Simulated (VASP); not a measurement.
CsSnI3:

```xyz
5
Lattice="6.2414 0.0000 0.0000 0.0000 6.2414 0.0000 0.0000 0.0000 6.2414" Properties=species:S:1:pos:R:3 pbc="T T T"
Cs    0.0000    0.0000    0.0000
Sn    3.1207    3.1207    3.1207
I     0.0000    3.1207    3.1207
I     3.1207    0.0000    3.1207
I     3.1207    3.1207    0.0000
```

Base run:

```yaml
Program: VASP 6.6.1
Functional: LDA
Potentials_or_basis: VASP PAW LDA potentials, release 64 (Cs_sv, Sn_d, I)
Cutoff: 520 eV
k_mesh: 4 × 4 × 4
Occupations: gaussian, width 0.01 eV
Spin: no spin polarisation
```

Its results: band gap on the k mesh 0.33 eV; pressure -1.5 GPa.

Question: The run is repeated on the same cell with these changes: functional from LDA to r2SCAN; potentials or basis from VASP PAW LDA potentials, release 64 (Cs_sv, Sn_d, I) to VASP PAW PBE potentials, release 64 (Cs_sv, Sn_d, I). What comes out?

Answer: Band gap on the k mesh 0.50 eV; pressure 0.0 GPa.

Caveats: semilocal functionals underestimate gaps, and a narrow one can read as zero; spin-orbit coupling is left out, which moves the levels of the heavy elements; the PAW data sets were made with another functional, which shifts forces and pressure a little (at least some runs).

A k mesh can miss the band edges.
